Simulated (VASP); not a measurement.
Input of a VASP 6.6.1 run:

INCAR

```
SYSTEM = Sn
  PREC = Accurate
  ENCUT = 600
  EDIFF = 1E-6
  ISMEAR = 0
  SIGMA = 0.1
  LREAL = .False.
  LASPH = .True.
  NELM = 80
  ALGO = Fast
  ISIF = 3
  LWAVE = .False.
  LCHARG = .False.
  GGA = PE
  IBRION = 2
  NSW = 100
  EDIFFG = -0.005
```

File KPOINTS:

```
regular mesh
0
Gamma
  14 14 14
  0 0 0
```

Contents of POSCAR:

```
Sn
1.0
   -2.9401404553      2.9401404553      1.5993019889
    2.9401404553     -2.9401404553      1.5993019889
    2.9401404553      2.9401404553     -1.5993019889
Sn
2
Direct
    0.7500000000      0.2500000000      0.5000000000
    0.0000000000      0.0000000000      0.0000000000
```

Potentials or basis: VASP PAW PBE potentials, release 64 (Sn_d).

Command:

```console
$ cat potpaw_PBE.64/Sn_d/POTCAR > POTCAR
$ mpirun -np 1 vasp_std > vasp.out
```

(1) What does it give for the band gap on the k mesh?

(2) What does it give for the relaxed volume?

(3) What does it give for the space group after relaxing (to 0.1 Å)?

(4) Estimate the relaxed cell.

Answers

(1) zero (bands 14 and 15 overlap by 3.78 eV).

(2) 28.41 Å³/atom.

(3) I4_1/amd (No. 141).

(4) a = 4.491 Å, b = 4.491 Å, c = 4.491 Å, α = 97.46°, β = 97.46°, γ = 137.76°.

Caveat: spin-orbit coupling is left out, which moves the levels of the heavy elements.
